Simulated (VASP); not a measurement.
# HfB4C (F-43m) in VASP: single point with PBE

Aim: the single point of HfB4C with PBE.

All numbers are computed with VASP 6.6.1; they aren't measurements. Logs are shortened: lines on timing, memory, paths and dates and some standing lists are left out, and cuts for length are marked.

## (1) The cell of the first run

Symmetry: F-43m, No. 216, cubic system. Conventional cell: a = 6.153 Å, b = 6.153 Å, c = 6.153 Å, α = 90.00°, β = 90.00°, γ = 90.00°. Hf (site symmetry -43m) has 12 B at 2.55 Å and 4 C at 2.66 Å within 3.4 Å. Within 2.9 Å of B (site symmetry 3m) lie 6 B at 2.16 to 2.19 Å and 3 C at 2.55 Å and 3 Hf at 2.55 Å. Within 3.4 Å of C (site symmetry -43m) lie 12 B at 2.55 Å and 4 Hf at 2.66 Å.

## (2) Single point, PBE

INCAR reads:

```
SYSTEM = HfB4C
PREC = Accurate
ENCUT = 520
EDIFF = 1E-6
ISMEAR = 0
SIGMA = 0.1
LREAL = .False.
LASPH = .True.
NELM = 60
ALGO = Normal
ISIF = 2
LWAVE = .False.
LCHARG = .False.
GGA = PE
NBANDS = 22
```

KPOINTS reads:

```
regular mesh
0
Gamma
  6 6 6
  0 0 0
```

POSCAR reads:

```
HfB4C
1.0
    0.0000000000      3.0765216900      3.0765216900
    3.0765216900      0.0000000000      3.0765216900
    3.0765216900      3.0765216900      0.0000000000
Hf B C
1 4 1
Direct
    0.2500000000      0.2500000000      0.2500000000
    0.6258700000      0.6258700000      0.1223900000
    0.6258700000      0.1223900000      0.6258700000
    0.1223900000      0.6258700000      0.6258700000
    0.6258700000      0.6258700000      0.6258700000
    0.0000000000      0.0000000000      0.0000000000
```

Potentials or basis: VASP PAW PBE potentials, release 64 (Hf_pv, B, C).

The run is started by

```console
$ cat potpaw_PBE.64/Hf_pv/POTCAR potpaw_PBE.64/B/POTCAR potpaw_PBE.64/C/POTCAR > POTCAR
$ mpirun -np 1 vasp_std > vasp.out
```

OUTCAR:

```text
SYSTEM = HfB4C
   PREC = Accurate
   ENCUT = 520
   EDIFF = 1E-6
   ISMEAR = 0
   LREAL = .False.
   LASPH = .True.
   NELM = 60
   ISIF = 2
   GGA = PE

 ion  position               nearest neighbor table
   1  0.250  0.250  0.250-   3 2.55   4 2.55   2 2.55   3 2.55   4 2.55   5 2.55   2 2.55   4 2.55
                             5 2.55   2 2.55   3 2.55   5 2.55   6 2.66   6 2.66   6 2.66   6 2.66
   2  0.626  0.626  0.122-   3 2.16   4 2.16   5 2.16   1 2.55   1 2.55   1 2.55
   3  0.626  0.122  0.626-   2 2.16   4 2.16   5 2.16   1 2.55   1 2.55   1 2.55
   4  0.122  0.626  0.626-   2 2.16   3 2.16   5 2.16   1 2.55   1 2.55   1 2.55
   5  0.626  0.626  0.626-   2 2.16   3 2.16   4 2.16   1 2.55   1 2.55   1 2.55
   6  0.000  0.000  0.000-   1 2.66   1 2.66   1 2.66   1 2.66

  LATTYP: Found a face centered cubic cell.
 ALAT       =     6.1530433800

  Lattice vectors:

 A1 = (   0.0000000000,   3.0765216900,   3.0765216900)
 A2 = (   3.0765216900,   0.0000000000,   3.0765216900)
 A3 = (   3.0765216900,   3.0765216900,   0.0000000000)

Analysis of symmetry for initial positions (statically):
=====================================================================
 Subroutine PRICEL returns:
 Original cell was already a primitive cell.

 Routine SETGRP: Setting up the symmetry group for a
 face centered cubic supercell.

 Subroutine GETGRP returns: Found 24 space group operations
 (whereof 24 operations were pure point group operations)
 out of a pool of 48 trial point group operations.

The static configuration has the point symmetry T_d .

Analysis of symmetry for dynamics (positions and initial velocities):
=====================================================================
 Subroutine PRICEL returns:
 Original cell was already a primitive cell.

 Routine SETGRP: Setting up the symmetry group for a
 face centered cubic supercell.

 Subroutine GETGRP returns: Found 24 space group operations
 (whereof 24 operations were pure point group operations)
 out of a pool of 48 trial point group operations.

The dynamic configuration has the point symmetry T_d .

 Subroutine INISYM returns: Found 24 space group operations
 (whereof 24 operations are pure point group operations),
 and found     1 'primitive' translations

----------------------------------------------------------------------------------------

                                     Primitive cell

  volume of cell :      58.2385

  direct lattice vectors                    reciprocal lattice vectors
     0.000000000  3.076521690  3.076521690    -0.162521201  0.162521201  0.162521201
     3.076521690  0.000000000  3.076521690     0.162521201 -0.162521201  0.162521201
     3.076521690  3.076521690  0.000000000     0.162521201  0.162521201 -0.162521201

  length of vectors
     4.350858699  4.350858699  4.350858699     0.281494977  0.281494977  0.281494977

  position of ions in fractional coordinates (direct lattice)
     0.250000000  0.250000000  0.250000000
     0.625870000  0.625870000  0.122390000
     0.625870000  0.122390000  0.625870000
     0.122390000  0.625870000  0.625870000
     0.625870000  0.625870000  0.625870000
     0.000000000  0.000000000  0.000000000

  ion indices of the primitive-cell ions
   primitive index   ion index
                 1           1
                 2           2
                 3           3
                 4           4
                 5           5
                 6           6

----------------------------------------------------------------------------------------

 KPOINTS: regular mesh

Automatic generation of k-mesh.
 Grid dimensions read from file:
 generate k-points for:    6    6    6

 Generating k-lattice:

  Cartesian coordinates                     Fractional coordinates (reciprocal lattice)
    -0.027086867  0.027086867  0.027086867     0.166666667  0.000000000  0.000000000
     0.027086867 -0.027086867  0.027086867     0.000000000  0.166666667  0.000000000
     0.027086867  0.027086867 -0.027086867     0.000000000  0.000000000  0.166666667

  Length of vectors
     0.046915830  0.046915830  0.046915830

  Shift w.r.t. Gamma in fractional coordinates (k-lattice)
     0.000000000  0.000000000  0.000000000

 Subroutine IBZKPT returns following result:
 ===========================================

 Found     16 irreducible k-points:

 Following reciprocal coordinates:
            Coordinates               Weight
  0.000000  0.000000  0.000000      1.000000
  0.166667  0.000000  0.000000      8.000000
  0.333333  0.000000  0.000000      8.000000
  0.500000  0.000000  0.000000      4.000000
  0.166667  0.166667  0.000000      6.000000
  0.333333  0.166667  0.000000     24.000000
[... 8 lines left out ...]
 -0.333333  0.333333  0.166667     24.000000
 -0.333333  0.500000  0.166667     12.000000
   k-points           NKPTS =     16   k-points in BZ     NKDIM =     16   number of bands    NBANDS=     22
   number of dos      NEDOS =    301   number of ions     NIONS =      6
   total plane-waves  NPLWV =  32768
   dimension x,y,z NGX =    32 NGY =   32 NGZ =   32
   dimension x,y,z NGXF=    64 NGYF=   64 NGZF=   64
   ions per type =               1   4   1
   NGX,Y,Z   is equivalent  to a cutoff of  12.23, 12.23, 12.23 a.u.
   NGXF,Y,Z  is equivalent  to a cutoff of  24.45, 24.45, 24.45 a.u.
 SYSTEM =  HfB4C
   PREC   = accura    normal or accurate (medium, high low for compatibility)
   ISTART =      0    job   : 0-new  1-cont  2-samecut
   ICHARG =      2    charge: 1-file 2-atom 10-const
   ISPIN  =      1    spin polarized calculation?
   LNONCOLLINEAR =      F non collinear calculations
   LSORBIT =      F    spin-orbit coupling
   LASPH  =      T    aspherical Exc in radial PAW
   ENCUT  =  520.0 eV  38.22 Ry    6.18 a.u.   8.09  8.09  8.09*2*pi/ulx,y,z
   NELM   =     60;   NELMIN=  2; NELMDL= -5     # of ELM steps
   EDIFF  = 0.1E-05   stopping-criterion for ELM
   LREAL  =      F    real-space projection
   EDIFFG = 0.1E-04   stopping-criterion for IOM
   NSW    =      0    number of steps for IOM
   IBRION =     -1    ionic relax: 0-MD 1-quasi-New 2-CG
   NFREE  =      0    steps in history (QN), initial steepest desc. (CG)
   ISIF   =      2    stress and relaxation
   ISYM   =      2    0-nonsym 1-usesym 2-fastsym
   POTIM  = 0.5000    time-step for ionic-motion
   TEBEG  =    0.0;   TEEND  =   0.0 temperature during run
   PSTRESS=    0.0 pullay stress
   NELECT =      26.0000    total number of electrons
   NUPDOWN=      -1.0000    fix difference up-down
   EMIN   =  10.00;   EMAX   =-10.00  energy-range for DOS
   EFERMI =   0.00;   METHOD = LEGACY
   ISMEAR =     0;   SIGMA  =   0.10  broadening in eV -4-tet -1-fermi 0-gaus
   EFERMI_NEDOS =   21; number of points for ismear=-14 and -15
   IALGO  =     38    algorithm
   IMIX   =      4    mixing-type and parameters
     AMIX     =   0.40;   BMIX     =  1.00
     AMIX_MAG =   1.60;   BMIX_MAG =  1.00
  volume/ion in A,a.u.               =       9.71        65.50
  Fermi-wavevector in a.u.,A,eV,Ry     =   1.251207  2.364439 21.300192  1.565520
  Thomas-Fermi vector in A             =   2.385166
   LORBIT       =      0    0 simple, 1 ext, 2 COOP (PROOUT), +10 PAW based schemes
   GGA     = PE    functional components
   LHFCALC =     F    Hartree Fock is set to
   AEXX    =    0.0000 exact exchange contribution
   IVDW    =     0    specifies the selected vdW correction
   LEPSILON=     F    determine dielectric tensor
   LRPA    =     F    only Hartree local field effects (RPA)
 non-spin polarized calculation
 Gauss-broadening in eV      SIGMA  =   0.10
  energy-cutoff  :      520.00
  volume of cell :       58.24
 maximum number of plane-waves:      1588
   NGX = 17   NGY = 17   NGZ = 17

 number of electron      26.0000003 magnetization

 Free energy of the ion-electron system (eV)
  ---------------------------------------------------
  ext. energy  EPLUGINS =         0.00000000
  ---------------------------------------------------
  free energy    TOTEN  =       -38.58434987 eV

  energy without entropy =      -38.57709870  energy(sigma->0) =      -38.58072429

 E-fermi :   5.8418     XC(G=0): -11.9667

 val. band max:        5.7295888404   @ k =   0.5000   0.5000   0.0000
 cond. band min:       5.8492123901   @ k =  -0.3333   0.5000   0.1667
 fundamental gap:      0.1196235497
 Fermi energy:         5.8417757370

 k-point     1 :       0.0000    0.0000    0.0000
  band No.  band energies     occupation
      1     -23.7963      2.00000
      2     -23.7963      2.00000
      3     -23.7963      2.00000
      4      -7.9210      2.00000
      5      -1.3530      2.00000
      6       0.3281      2.00000
[... 14 lines left out ...]
     21      13.9675      0.00000
     22      14.6616      0.00000

 k-point     2 :       0.1667    0.0000    0.0000
  band No.  band energies     occupation
      1     -23.8102      2.00000
      2     -23.7985      2.00000
      3     -23.7985      2.00000
      4      -7.6069      2.00000
      5      -2.2614      2.00000
      6      -0.3695      2.00000
[... 14 lines left out ...]
     21      14.0303      0.00000
     22      14.0303      0.00000

 k-point     3 :       0.3333    0.0000    0.0000
  band No.  band energies     occupation
      1     -23.8376      2.00000
      2     -23.8027      2.00000
      3     -23.8027      2.00000
      4      -6.7267      2.00000
      5      -3.7965      2.00000
      6      -1.0150      2.00000
[... 14 lines left out ...]
     21      13.3343      0.00000
     22      13.3343      0.00000
[... 276 lines left out ...]
 k-point    15 :      -0.3333    0.3333    0.1667
  band No.  band energies     occupation
      1     -23.8395      2.00000
      2     -23.8262      2.00000
      3     -23.8126      2.00000
      4      -5.1240      2.00000
      5      -4.4746      2.00000
      6      -3.2388      2.00000
[... 14 lines left out ...]
     21      12.0725      0.00000
     22      12.3765      0.00000

 k-point    16 :      -0.3333    0.5000    0.1667
  band No.  band energies     occupation
      1     -23.8414      2.00000
      2     -23.8252      2.00000
      3     -23.8174      2.00000
      4      -4.8048      2.00000
      5      -4.2361      2.00000
      6      -3.7711      2.00000
[... 14 lines left out ...]
     21      11.5456      0.00000
     22      12.4873      0.00000

------------------------ aborting loop because EDIFF is reached ----------------------------------------

  FORCE on cell =-STRESS in cart. coord.  units (eV):
  Direction    XX          YY          ZZ          XY          YZ          ZX
  --------------------------------------------------------------------------------------
  -------------------------------------------------------------------------------------
  Total       -8.4221712     -8.4221712     -8.4221712      0.0000000      0.0000000      0.0000000
  in kB     -231.6992926   -231.6992926   -231.6992926      0.0000000      0.0000000      0.0000000
  external PRESSURE =    -231.6992926 kB  Pullay stress =       0.0000000 kB

 VOLUME and BASIS-vectors are now :
 -----------------------------------------------------------------------------
  energy-cutoff  :      520.00
  volume of cell :       58.24
      direct lattice vectors                 reciprocal lattice vectors
     0.000000000  3.076521690  3.076521690    -0.162521201  0.162521201  0.162521201
     3.076521690  0.000000000  3.076521690     0.162521201 -0.162521201  0.162521201
     3.076521690  3.076521690  0.000000000     0.162521201  0.162521201 -0.162521201

 POSITION                                       TOTAL-FORCE (eV/Angst)
 -----------------------------------------------------------------------------------
      1.53826      1.53826      1.53826        -0.000000     -0.000000     -0.000000
      2.30204      2.30204      3.85101        -0.161440     -0.161440      0.161440
      2.30204      3.85101      2.30204        -0.161440      0.161440     -0.161440
      3.85101      2.30204      2.30204         0.161440     -0.161440     -0.161440
      3.85101      3.85101      3.85101         0.161440      0.161440      0.161440
      0.00000      0.00000      0.00000        -0.000000     -0.000000     -0.000000
 -----------------------------------------------------------------------------------
    total drift:                                0.000000      0.000000      0.000000

  FREE ENERGIE OF THE ION-ELECTRON SYSTEM (eV)
  ---------------------------------------------------
  free  energy   TOTEN  =       -38.5843498723 eV

  energy  without entropy=      -38.5770986980  energy(sigma->0) =      -38.58072429
```

Run time: 9.1 s. Hardware: 1 thread of Intel Xeon Platinum 8481C at 2.70GHz (Sapphire Rapids), shared host; peak memory 0.18 GiB.

What came out:

```
Free energy            : -38.5843 eV
Pressure               : -23.2 GPa
Largest force          : 0.280 eV/Å
Band gap on the k mesh : zero (band 13 reaches 6.20 eV, above the bottom of band 14 at 3.79 eV)
```

Forces on the atoms (eV/Å):
```
Hf   0.000  0.000  0.000
B   -0.161 -0.161  0.161
B   -0.161  0.161 -0.161
B    0.161 -0.161 -0.161
B    0.161  0.161  0.161
C    0.000  0.000  0.000
```

Levels at points of the mesh, in eV from the Fermi level:
```csv
k point,band 11,band 12,band 13,band 14,band 15,band 16
"(0.00, 0.00, 0.00)",-2.66,-2.05,-2.05,-2.05,1.09,1.09
"(0.50, 0.00, 0.00)",-3.12,-0.67,-0.67,0.56,3.14,3.14
"(0.50, 0.50, 0.00)",-0.39,-0.11,-0.11,1.55,2.07,2.48
```

Caveat: spin-orbit coupling is left out, which moves the levels of the heavy elements.
